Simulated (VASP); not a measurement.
# TePb (Imm2) in VASP: a series of runs

The runs below take TePb through single point, with r2SCAN.

All numbers are computed with VASP 6.6.1; they aren't measurements. Logs are shortened: lines on timing, memory, paths and dates and some standing lists are left out, and cuts for length are marked.

**1. The cell of the first run**

The structure is orthorhombic, space group Imm2 (No. 44). Conventional cell: a = 4.564 Å, b = 6.454 Å, c = 4.564 Å, α = 90.00°, β = 90.00°, γ = 90.00°. Within 4.2 Å of Te (site symmetry mm2) lie 6 Pb at 3.18 to 3.27 Å. Within 4.2 Å of Pb (site symmetry mm2) lie 6 Te at 3.18 to 3.27 Å.

**2. Single point, r2SCAN**

POSCAR reads:

```
TePb
1.0
    0.0000000000      3.2270000000      3.2270000000
    3.2270000000      0.0000000000      3.2270000000
    3.2270000000      3.2270000000      0.0000000000
Te Pb
1 1
Direct
    0.4863048733      0.5000000000      0.5000000000
    0.0000000000      0.0000000000      0.0000000000
```

INCAR.step1 reads:

```
PREC = Accurate
ENCUT = 520
ISMEAR = 0
SIGMA = 0.05
LREAL = False
LASPH = True
NELM = 100
NBANDS = 17
GGA = PE
ALGO = Normal
EDIFF = 1E-4
LWAVE = True
LCHARG = False
```

INCAR.step2 reads:

```
PREC = Accurate
ENCUT = 520
EDIFF = 1E-6
ISMEAR = 0
SIGMA = 0.05
LREAL = False
LASPH = True
NELM = 100
ALGO = Normal
ISIF = 2
LWAVE = False
LCHARG = True
METAGGA = R2SCAN
LMIXTAU = True
LELF = True
LVHAR = True
NBANDS = 17
ISTART = 1
```

KPOINTS reads:

```
regular mesh
0
Gamma
  8 8 8
```

Potentials or basis: VASP PAW PBE potentials, release 64 (Te, Pb_d).

Started as:

```
cat potpaw_PBE.64/Te/POTCAR potpaw_PBE.64/Pb_d/POTCAR > POTCAR
cp INCAR.step1 INCAR
mpirun -np 1 vasp_std > vasp.out
cp INCAR.step2 INCAR
mpirun -np 1 vasp_std > vasp.out
```

OUTCAR:

```text
PREC = Accurate
   ENCUT = 520
   EDIFF = 1E-6
   ISMEAR = 0
   LREAL = False
   LASPH = True
   NELM = 100
   ISIF = 2
   METAGGA = R2SCAN
   ISTART = 1

 ion  position               nearest neighbor table
   1  0.486  0.500  0.500-   2 3.18   2 3.18   2 3.23   2 3.23   2 3.27   2 3.27
   2  0.000  0.000  0.000-   1 3.18   1 3.18   1 3.23   1 3.23   1 3.27   1 3.27

  LATTYP: Found a face centered cubic cell.
 ALAT       =     6.4540000000

  Lattice vectors:

 A1 = (   0.0000000000,   3.2270000000,   3.2270000000)
 A2 = (   3.2270000000,   0.0000000000,   3.2270000000)
 A3 = (   3.2270000000,   3.2270000000,   0.0000000000)

Analysis of symmetry for initial positions (statically):
=====================================================================
 Subroutine PRICEL returns:
 Original cell was already a primitive cell.

 Routine SETGRP: Setting up the symmetry group for a
 face centered cubic supercell.

 Subroutine GETGRP returns: Found  4 space group operations
 (whereof  4 operations were pure point group operations)
 out of a pool of 48 trial point group operations.

The static configuration has the point symmetry C_2v.

Analysis of symmetry for dynamics (positions and initial velocities):
=====================================================================
 Subroutine PRICEL returns:
 Original cell was already a primitive cell.

 Routine SETGRP: Setting up the symmetry group for a
 face centered cubic supercell.

 Subroutine GETGRP returns: Found  4 space group operations
 (whereof  4 operations were pure point group operations)
 out of a pool of 48 trial point group operations.

The dynamic configuration has the point symmetry C_2v.

 Subroutine INISYM returns: Found  4 space group operations
 (whereof  4 operations are pure point group operations),
 and found     1 'primitive' translations

----------------------------------------------------------------------------------------

                                     Primitive cell

  volume of cell :      67.2089

  direct lattice vectors                    reciprocal lattice vectors
     0.000000000  3.227000000  3.227000000    -0.154942671  0.154942671  0.154942671
     3.227000000  0.000000000  3.227000000     0.154942671 -0.154942671  0.154942671
     3.227000000  3.227000000  0.000000000     0.154942671  0.154942671 -0.154942671

  length of vectors
     4.563667166  4.563667166  4.563667166     0.268368579  0.268368579  0.268368579

[... 74 lines left out ...]
   ISPIN  =      1    spin polarized calculation?
   LNONCOLLINEAR =      F non collinear calculations
   LSORBIT =      F    spin-orbit coupling
   LASPH  =      T    aspherical Exc in radial PAW
   ENCUT  =  520.0 eV  38.22 Ry    6.18 a.u.   8.49  8.49  8.49*2*pi/ulx,y,z
   NELM   =    100;   NELMIN=  2; NELMDL=  0     # of ELM steps
   EDIFF  = 0.1E-05   stopping-criterion for ELM
   LREAL  =      F    real-space projection
   EDIFFG = 0.1E-04   stopping-criterion for IOM
   NSW    =      0    number of steps for IOM
   IBRION =     -1    ionic relax: 0-MD 1-quasi-New 2-CG
   NFREE  =      0    steps in history (QN), initial steepest desc. (CG)
   ISIF   =      2    stress and relaxation
   ISYM   =      2    0-nonsym 1-usesym 2-fastsym
   POTIM  = 0.5000    time-step for ionic-motion
   TEBEG  =    0.0;   TEEND  =   0.0 temperature during run
   PSTRESS=    0.0 pullay stress
   NELECT =      20.0000    total number of electrons
   NUPDOWN=      -1.0000    fix difference up-down
   EMIN   =  10.00;   EMAX   =-10.00  energy-range for DOS
   EFERMI =   0.00;   METHOD = LEGACY
   ISMEAR =     0;   SIGMA  =   0.05  broadening in eV -4-tet -1-fermi 0-gaus
   EFERMI_NEDOS =   21; number of points for ismear=-14 and -15
   IALGO  =     38    algorithm
   IMIX   =      4    mixing-type and parameters
     AMIX     =   0.40;   BMIX     =  1.00
     AMIX_MAG =   1.60;   BMIX_MAG =  1.00
  volume/ion in A,a.u.               =      33.60       226.77
  Fermi-wavevector in a.u.,A,eV,Ry     =   1.092972  2.065418 16.253366  1.194589
  Thomas-Fermi vector in A             =   2.229249
   LORBIT       =      0    0 simple, 1 ext, 2 COOP (PROOUT), +10 PAW based schemes
   METAGGA = R2SCAN    functional components
   LHFCALC =     F    Hartree Fock is set to
   AEXX    =    0.0000 exact exchange contribution
   IVDW    =     0    specifies the selected vdW correction
   LEPSILON=     F    determine dielectric tensor
   LRPA    =     F    only Hartree local field effects (RPA)
 non-spin polarized calculation
 Gauss-broadening in eV      SIGMA  =   0.05
  energy-cutoff  :      520.00
  volume of cell :       67.21
 maximum number of plane-waves:      1837
 NGX is ok and might be reduce to    36
   NGX = 17   NGY = 17   NGZ = 17

 number of electron      20.0000002 magnetization

 Free energy of the ion-electron system (eV)
  ---------------------------------------------------
  ext. energy  EPLUGINS =         0.00000000
  ---------------------------------------------------
  free energy    TOTEN  =       -82.69138401 eV

  energy without entropy =      -82.69138401  energy(sigma->0) =      -82.69138401

 E-fermi :   5.7869     XC(G=0):  -9.8332

 val. band max:        5.5687013911   @ k =   0.0000   0.5000   0.0000
 cond. band min:       6.5879325895   @ k =   0.0000   0.5000   0.0000
 fundamental gap:      1.0192311984
 Fermi energy:         5.7869278104

 k-point     1 :       0.0000    0.0000    0.0000
  band No.  band energies     occupation
      1     -11.8156      2.00000
      2     -11.8155      2.00000
      3     -11.8031      2.00000
      4     -11.8028      2.00000
      5     -11.8025      2.00000
      6      -6.9933      2.00000
[... 457 lines left out ...]
      4     -11.7874      2.00000
      5     -11.7869      2.00000
      6      -5.5800      2.00000
[... 9 lines left out ...]
     16      14.9654      0.00000
     17      16.3464      0.00000

 [... further k-points ...]
[... 5 lines left out ...]
  --------------------------------------------------------------------------------------
  -------------------------------------------------------------------------------------
  Total        0.7171605      0.7482984      0.7482984      0.0000000      0.0081493      0.0000000
  in kB       17.0962181     17.8385068     17.8385068      0.0000000      0.1942702      0.0000000
  external PRESSURE =      17.5910772 kB  Pullay stress =       0.0000000 kB

 VOLUME and BASIS-vectors are now :
 -----------------------------------------------------------------------------
  energy-cutoff  :      520.00
  volume of cell :       67.21
      direct lattice vectors                 reciprocal lattice vectors
     0.000000000  3.227000000  3.227000000    -0.154942671  0.154942671  0.154942671
     3.227000000  0.000000000  3.227000000     0.154942671 -0.154942671  0.154942671
     3.227000000  3.227000000  0.000000000     0.154942671  0.154942671 -0.154942671

 POSITION                                       TOTAL-FORCE (eV/Angst)
 -----------------------------------------------------------------------------------
      3.22700      3.18281      3.18281        -0.000000      0.023173      0.023173
      0.00000      0.00000      0.00000         0.000000     -0.023173     -0.023173
 -----------------------------------------------------------------------------------
    total drift:                               -0.000000      0.000165      0.000165

  FREE ENERGIE OF THE ION-ELECTRON SYSTEM (eV)
  ---------------------------------------------------
  free  energy   TOTEN  =       -82.6913840124 eV

  energy  without entropy=      -82.6913840124  energy(sigma->0) =      -82.69138401
```

It took 3.7 min on 1 thread of AMD EPYC 9R45 (Zen 5), shared host; peak memory 0.26 GiB.

What came out:

- Free energy: -82.6914 eV
- Pressure: 1.8 GPa
- Largest force: 0.033 eV/Å
- Band gap on the k mesh: 1.02 eV

Forces in eV/Å, atoms in the order of the input:
```
Te   0.000  0.023  0.023
Pb   0.000 -0.023 -0.023
```

Caveat: the cell differs from its parent crystal (all Te atoms moved +0.062 Å, as atom 1 towards its neighbour atom 1 (Te) at 4.564 Å); the PAW data sets were made with another functional, which shifts forces and pressure a little; spin-orbit coupling is left out, which moves the levels of the heavy elements. A k mesh can miss the band edges.

**3. Single point, r2SCAN**

Changes to POSCAR since step 2:

```diff
@@ -8,3 +8,3 @@
 Direct
-    0.4863048733      0.5000000000      0.5000000000
+    0.4917829240      0.5000000000      0.5000000000
     0.0000000000      0.0000000000      0.0000000000
```

INCAR.step1 reads:

```
SYSTEM = TePb
PREC = Accurate ; ENCUT = 520
ISMEAR = 0 ; SIGMA = 0.05
LREAL = .False. ; LASPH = .True.
NELM = 80 ; NBANDS = 17
GGA = PE ; ALGO = Normal
EDIFF = 1E-4 ; LWAVE = .True.
LCHARG = .False.
```

INCAR.step2 reads:

```
SYSTEM = TePb
PREC = Accurate ; ENCUT = 520
EDIFF = 1E-6 ; ISMEAR = 0
SIGMA = 0.05 ; LREAL = .False.
LASPH = .True. ; NELM = 80
ALGO = Normal ; ISIF = 2
LWAVE = .False. ; LCHARG = .False.
METAGGA = R2SCAN ; LMIXTAU = .True.
NBANDS = 17 ; ISTART = 1
```

KPOINTS reads:

```
regular mesh
0
Gamma
  8 8 8
  0 0 0
```

Potentials or basis: VASP PAW PBE potentials, release 64 (Te, Pb_d).

Started as:

```
cat potpaw_PBE.64/Te/POTCAR potpaw_PBE.64/Pb_d/POTCAR > POTCAR
cp INCAR.step1 INCAR
mpirun -np 1 vasp_std > vasp.out
cp INCAR.step2 INCAR
mpirun -np 1 vasp_std > vasp.out
```

Run time: 3.3 min. Hardware: 1 thread of AMD EPYC 9R45 (Zen 5), shared host; peak memory 0.26 GiB.

The run converged. Its results:

| Item | Value |
| --- | --- |
| Free energy | -82.6920 eV |
| Pressure | 1.7 GPa |
| Largest force | 0.018 eV/Å |
| Band gap on the k mesh | 1.01 eV |

Forces in eV/Å, atoms in the order of the input:
```
Te   0.000  0.013  0.013
Pb   0.000 -0.013 -0.013
```

Levels at points of the mesh, in eV from the valence-band top:
| k point | band 8 | band 9 | band 10 | band 11 | band 12 | band 13 |
| --- | --- | --- | --- | --- | --- | --- |
| (0.00, 0.00, 0.00) | -1.52 | -1.52 | -1.52 | 4.34 | 4.34 | 4.35 |
| (0.50, 0.00, 0.00) | -1.04 | -1.04 | 0.00 | 1.02 | 1.40 | 1.40 |
| (0.00, 0.50, 0.00) | -1.04 | -1.04 | 0.00 | 1.01 | 1.40 | 1.40 |
| (0.50, 0.50, 0.00) | -4.73 | -3.00 | -3.00 | 3.56 | 5.84 | 5.84 |
| (0.00, 0.50, 0.50) | -4.73 | -3.00 | -3.00 | 3.55 | 5.84 | 5.85 |

Caveat: the PAW data sets were made with another functional, which shifts forces and pressure a little; spin-orbit coupling is left out, which moves the levels of the heavy elements. A k mesh can miss the band edges.
